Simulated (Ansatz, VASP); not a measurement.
**LiF: VASP beside Ansatz**

INCAR

```
ALGO     = Normal         # electronic algorithm
EDIFF    = 1E-7           # SCF threshold, eV
ENCUT    = 520            # plane-wave cutoff, eV
GGA      = PE             # functional
ISIF     = 2              # what is computed and relaxed
ISMEAR   = 0              # smearing method
LASPH    = True           # aspherical terms in the spheres
LCHARG   = False          # write CHGCAR
LREAL    = False          # projectors in reciprocal space
LWAVE    = False          # write WAVECAR
NBANDS   = 12             # bands
NELM     = 80             # most SCF steps
PREC     = Accurate       # precision mode
SIGMA    = 0.02           # smearing width, eV
```

KPOINTS

```
k-points
0
Gamma
  10 10 10
```

POSCAR

```
LiF
1.0
    0.0000000000      2.0611276000      2.0611276000
    2.0611276000      0.0000000000      2.0611276000
    2.0611276000      2.0611276000      0.0000000000
Li F
1 1
Direct
    0.0000000000      0.0000000000      0.0000000000
    0.5000000000      0.5000000000      0.5000000000
```

Input for Ansatz:

```yaml
crystal:
  lattice:
    - [0.0, 2.0611276, 2.0611276]
    - [2.0611276, 0.0, 2.0611276]
    - [2.0611276, 2.0611276, 0.0]
  atoms:
    - { symbol: Li, position: [0.0, 0.0, 0.0] }
    - { symbol: F, position: [0.5, 0.5, 0.5] }
basis:
  ecutwfc: 420
kpoints:
  mp_grid: { grid: [10, 10, 10] }
hamiltonian:
  xc: pbe
scf:
  occupations: { method: gaussian, width: 0.02 }
output:
  forces: true
  stress: true
  eigenvalues: true
```

Alike in both runs: task single point; functional PBE; k mesh 10 × 10 × 10; occupations gaussian, width 0.02 eV; no spin polarisation.

```csv
,VASP,Ansatz
version,VASP 6.6.1,Ansatz 0.2.0
potentials or method,"VASP PAW PBE potentials, release 64 (Li_sv, F), cutoff 520 eV","scalar-relativistic, plane waves, PAW"
valence electrons in the cell,10,10
```

|  | VASP | Ansatz | Ansatz less VASP |
| --- | --- | --- | --- |
| gap on the k mesh at the Fermi level (eV) | 8.50 | 8.50 | 0.000 |
| least direct gap on the mesh (eV) | 8.50 | 8.50 | 0.000 |

Noted on VASP's run: the cutoff is short for stress, so the pressure is rough.
